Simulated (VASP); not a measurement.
# GaN (F-43m) in VASP: single point with PBE

Aim: the single point of GaN with PBE.

All numbers are computed with VASP 6.6.1; they aren't measurements. Logs are shortened: lines on timing, memory, paths and dates and some standing lists are left out, and cuts for length are marked.

### 1 The cell of the first run

The structure is cubic, space group F-43m (No. 216). The conventional cell has a = 4.548 Å, b = 4.548 Å, c = 4.548 Å, α = 90.00°, β = 90.00°, γ = 90.00°. Ga (site symmetry -43m) has 4 N at 1.97 Å within 2.6 Å. Within 2.6 Å of N (site symmetry -43m) lie 4 Ga at 1.97 Å.

### 2 Single point, PBE, collinear spin, ferromagnetic start

Contents of INCAR:

```
SYSTEM = GaN
PREC     = Accurate       ! precision mode
ENCUT    = 600            ! plane-wave cutoff, eV
EDIFF    = 1E-6           ! SCF threshold, eV
ISMEAR   = 0              ! smearing method
SIGMA    = 0.05           ! smearing width, eV
LREAL    = .FALSE.        ! projectors in reciprocal space
LASPH    = .TRUE.         ! aspherical terms in the spheres
NELM     = 200            ! most SCF steps
ALGO     = Normal         ! electronic algorithm
ISIF     = 2              ! what is computed and relaxed
LWAVE    = .FALSE.        ! write WAVECAR
LCHARG   = .FALSE.        ! write CHGCAR
ISPIN    = 2              ! spin polarisation
MAGMOM   = 2 1            ! initial moments
LORBIT   = 11             ! projections on sites
GGA      = PE             ! functional
NBANDS   = 20             ! bands
GGA_COMPAT= .FALSE.
```

Contents of KPOINTS:

```
Automatic mesh
0
G
  8 8 8
  0 0 0
```

Contents of POSCAR:

```
GaN
1.0
    0.0000000000      2.2742384939      2.2742384939
    2.2742384939      0.0000000000      2.2742384939
    2.2742384939      2.2742384939      0.0000000000
Ga N
1 1
Direct
    0.0000000000      0.0000000000      0.0000000000
    0.7500000000      0.7500000000      0.7500000000
```

Potentials or basis: VASP PAW PBE potentials, release 64 (Ga_d, N).

Run with:

```
cat potpaw_PBE.64/Ga_d/POTCAR potpaw_PBE.64/N/POTCAR > POTCAR
mpirun -np 1 vasp_std > vasp.out
```

OUTCAR:

```text
SYSTEM = GaN
   PREC = Accurate
   ENCUT = 600
   EDIFF = 1E-6
   ISMEAR = 0
   LREAL = .FALSE.
   LASPH = .TRUE.
   NELM = 200
   ISIF = 2
   ISPIN = 2
   LORBIT = 11
   GGA = PE

 ion  position               nearest neighbor table
   1  0.000  0.000  0.000-   2 1.97   2 1.97   2 1.97   2 1.97
   2  0.750  0.750  0.750-   1 1.97   1 1.97   1 1.97   1 1.97

  LATTYP: Found a face centered cubic cell.
 ALAT       =     4.5484769878

  Lattice vectors:

 A1 = (   0.0000000000,   2.2742384939,   2.2742384939)
 A2 = (   2.2742384939,   0.0000000000,   2.2742384939)
 A3 = (   2.2742384939,   2.2742384939,   0.0000000000)

Analysis of symmetry for initial positions (statically):
=====================================================================
 Subroutine PRICEL returns:
 Original cell was already a primitive cell.

 Routine SETGRP: Setting up the symmetry group for a
 face centered cubic supercell.

 Subroutine GETGRP returns: Found 24 space group operations
 (whereof 24 operations were pure point group operations)
 out of a pool of 48 trial point group operations.

The static configuration has the point symmetry T_d .

Analysis of symmetry for dynamics (positions and initial velocities):
=====================================================================
 Subroutine PRICEL returns:
 Original cell was already a primitive cell.

 Routine SETGRP: Setting up the symmetry group for a
 face centered cubic supercell.

 Subroutine GETGRP returns: Found 24 space group operations
 (whereof 24 operations were pure point group operations)
 out of a pool of 48 trial point group operations.

The dynamic configuration has the point symmetry T_d .

Analysis of structural, dynamic, and magnetic symmetry:
=====================================================================
 Subroutine PRICEL returns:
 Original cell was already a primitive cell.

 Routine SETGRP: Setting up the symmetry group for a
 face centered cubic supercell.

 Subroutine GETGRP returns: Found 24 space group operations
 (whereof 24 operations were pure point group operations)
 out of a pool of 48 trial point group operations.

The overall configuration has the point symmetry T_d .

 Subroutine INISYM returns: Found 24 space group operations
 (whereof 24 operations are pure point group operations),
 and found     1 'primitive' translations

[... 116 lines left out ...]
  Fermi-wavevector in a.u.,A,eV,Ry     =   1.497337  2.829557 30.504523  2.242019
  Thomas-Fermi vector in A             =   2.609238
   LORBIT       =     11    0 simple, 1 ext, 2 COOP (PROOUT), +10 PAW based schemes
   GGA     = PE    functional components
   LHFCALC =     F    Hartree Fock is set to
   AEXX    =    0.0000 exact exchange contribution
   IVDW    =     0    specifies the selected vdW correction
   LEPSILON=     F    determine dielectric tensor
   LRPA    =     F    only Hartree local field effects (RPA)
 spin polarized calculation
 Gauss-broadening in eV      SIGMA  =   0.05
  energy-cutoff  :      600.00
  volume of cell :       23.53
 maximum number of plane-waves:       817
 NGX is ok and might be reduce to    28
   NGX = 13   NGY = 13   NGZ = 13

 number of electron      18.0000002 magnetization       0.0023570

 number of electron      18.0000002 magnetization      -0.0001227

 Free energy of the ion-electron system (eV)
  ---------------------------------------------------
  ext. energy  EPLUGINS =         0.00000000
  ---------------------------------------------------
  free energy    TOTEN  =       -12.15451498 eV

  energy without entropy =      -12.15451498  energy(sigma->0) =      -12.15451498

 E-fermi :   5.2387     XC(G=0): -11.5210

 val. band max:        4.9865397629   @ k =   0.0000   0.0000   0.0000
 cond. band min:       6.5335327611   @ k =   0.0000   0.0000   0.0000
 fundamental gap:      1.5469929982
 Fermi energy:         5.2387426584

 spin component 1

 k-point     1 :       0.0000    0.0000    0.0000
  band No.  band energies     occupation
      1     -10.7167      1.00000
      2      -8.4361      1.00000
      3      -8.4361      1.00000
      4      -8.4361      1.00000
      5      -8.1433      1.00000
      6      -8.1433      1.00000
[... 541 lines left out ...]
     19      31.2399      0.00000
     20      35.4492      0.00000

 [... further k-points ...]

 spin component 2

 k-point     1 :       0.0000    0.0000    0.0000
  band No.  band energies     occupation
      1     -10.7168      1.00000
      2      -8.4366      1.00000
      3      -8.4366      1.00000
      4      -8.4366      1.00000
      5      -8.1437      1.00000
      6      -8.1437      1.00000
[... 541 lines left out ...]
     19      31.2399      0.00000
     20      35.4492      0.00000

 [... further k-points ...]

------------------------ aborting loop because EDIFF is reached ----------------------------------------

  FORCE on cell =-STRESS in cart. coord.  units (eV):
  Direction    XX          YY          ZZ          XY          YZ          ZX
  --------------------------------------------------------------------------------------
  -------------------------------------------------------------------------------------
  Total       -0.0241900     -0.0241900     -0.0241900      0.0000000      0.0000000      0.0000000
  in kB       -1.6474347     -1.6474347     -1.6474347      0.0000000      0.0000000      0.0000000
  external PRESSURE =      -1.6474347 kB  Pullay stress =       0.0000000 kB

 VOLUME and BASIS-vectors are now :
 -----------------------------------------------------------------------------
  energy-cutoff  :      600.00
  volume of cell :       23.53
      direct lattice vectors                 reciprocal lattice vectors
     0.000000000  2.274238494  2.274238494    -0.219853811  0.219853811  0.219853811
     2.274238494  0.000000000  2.274238494     0.219853811 -0.219853811  0.219853811
     2.274238494  2.274238494  0.000000000     0.219853811  0.219853811 -0.219853811

 POSITION                                       TOTAL-FORCE (eV/Angst)
 -----------------------------------------------------------------------------------
      0.00000      0.00000      0.00000        -0.000000     -0.000000     -0.000000
      3.41136      3.41136      3.41136         0.000000      0.000000      0.000000
 -----------------------------------------------------------------------------------
    total drift:                               -0.000000     -0.000000     -0.000000

  FREE ENERGIE OF THE ION-ELECTRON SYSTEM (eV)
  ---------------------------------------------------
  free  energy   TOTEN  =       -12.1545149755 eV

  energy  without entropy=      -12.1545149755  energy(sigma->0) =      -12.15451498

 total charge

# of ion       s       p       d       tot
------------------------------------------
    1        0.785   0.865  10.161  11.812
    2        1.223   2.488   0.000   3.711
--------------------------------------------------
tot          2.008   3.354  10.161  15.523

 magnetization (x)

# of ion       s       p       d       tot
------------------------------------------
    1       -0.000  -0.000  -0.000  -0.000
    2        0.000   0.000   0.000   0.000
--------------------------------------------------
tot          0.000   0.000  -0.000   0.000
```

stdout:

```text
POSCAR found type information on POSCAR GaN
 POSCAR found :  2 types and       2 ions
 scaLAPACK will be used
 LDA part: xc-table for (Slater+PW92), standard interpolation
 POSCAR, INCAR and KPOINTS ok, starting setup
 FFT: planning ... GRIDC
 FFT: planning ... GRID_SOFT
 FFT: planning ... GRID
 WAVECAR not read
 entering main loop
```

It took 64 s on 1 thread of Intel Xeon 8259CL, shared host; peak memory 0.19 GiB.

What came out:

| Item | Value |
| --- | --- |
| Free energy | -12.1545 eV |
| Pressure | -0.2 GPa |
| Band gap on the k mesh | 1.55 eV |
| Net moment | 0.00 μB per cell |
| Valence electrons inside the program's atomic spheres | Ga 11.81; N 3.71 |
